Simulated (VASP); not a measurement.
Here is a VASP 6.6.1 calculation.

File INCAR:

```
PREC     = Accurate       # precision mode
ENCUT    = 520            # plane-wave cutoff, eV
EDIFF    = 1E-8           # SCF threshold, eV
ISMEAR   = -1             # smearing method
SIGMA    = 0.05           # smearing width, eV
LREAL    = False          # projectors in reciprocal space
LASPH    = True           # aspherical terms in the spheres
NELM     = 100            # most SCF steps
ALGO     = Normal         # electronic algorithm
ISIF     = 2              # what is computed and relaxed
LWAVE    = False          # write WAVECAR
LCHARG   = False          # write CHGCAR
LEFG     = True         
NBANDS   = 14             # bands
```

File KPOINTS:

```
regular mesh
0
Gamma
  14 14 8
```

File POSCAR:

```
Re
1.0
    2.6371536987      0.0000000000      0.0000000000
   -1.3185768494      2.2838420967      0.0000000000
    0.0000000000      0.0000000000      4.2167694387
Re
2
Direct
    0.3333333333      0.6666666667      0.2500000000
    0.6666666667      0.3333333333      0.7500000000
```

Potentials or basis: VASP PAW LDA potentials, release 64 (Re).

Launch:

```sh
$ cat potpaw_LDA.64/Re/POTCAR > POTCAR
$ mpirun -np 1 vasp_std > vasp.out
```

(1) Predict the band gap on the k mesh.

(2) What does it give for the pressure?

Answers

(1) zero (band 7 reaches 11.65 eV, above the bottom of band 8 at 7.57 eV).

(2) 67.7 GPa.

Caveat: without QUAD_EFG the Cq values of the log hold for a quadrupole moment of 1 mb, not for the nuclei; spin-orbit coupling is left out, which moves the levels of the heavy elements.
